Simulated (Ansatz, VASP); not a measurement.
# HfO2: VASP beside Ansatz

```xyz
3
Lattice="0.0000 2.5292 2.5292 2.5292 0.0000 2.5292 2.5292 2.5292 0.0000" Properties=species:S:1:pos:R:3 pbc="T T T"
Hf    0.0000    0.0000    0.0000
O     1.2646    1.3396    1.2646
O     3.7937    3.8687    3.7937
```

Change from the starting cell: all O atoms moved +0.075 Å, as atom 2 along Cartesian [0 1 0].

Alike in both runs: task single point; functional r2SCAN; k mesh 8 × 8 × 8; occupations gaussian, width 0.05 eV; no spin polarisation.

|  | VASP | Ansatz |
| --- | --- | --- |
| version | VASP 6.6.1 | Ansatz 0.2.0 |
| potentials or method | VASP PAW PBE potentials, release 64 (Hf_pv, O), cutoff 520 eV | scalar-relativistic, plane waves, PAW |
| valence electrons in the cell | 22 | 38 |

|  | VASP | Ansatz | Ansatz less VASP |
| --- | --- | --- | --- |
| gap on the k mesh at the Fermi level (eV) | 4.31 | 4.31 | -0.008 |
| least direct gap on the mesh (eV) | 4.31 | 4.31 | -0.008 |
| pressure (GPa) | -3.3 | 0.7 | +3.92 |
| rms of the force components (eV/Å) | 0.166 | 0.181 | +0.0150 |

VASP's potentials were made for PBE, not for r2SCAN. Atom by atom the forces differ by 0.015 eV/Å (rms over components). The functional is the same, so the differences come from potentials, cutoffs and numerics. VASP's potentials hold 22 valence electrons a cell and Ansatz's 38, so a difference there can come from the potentials and not from the codes.

Neither program's run includes spin-orbit coupling.
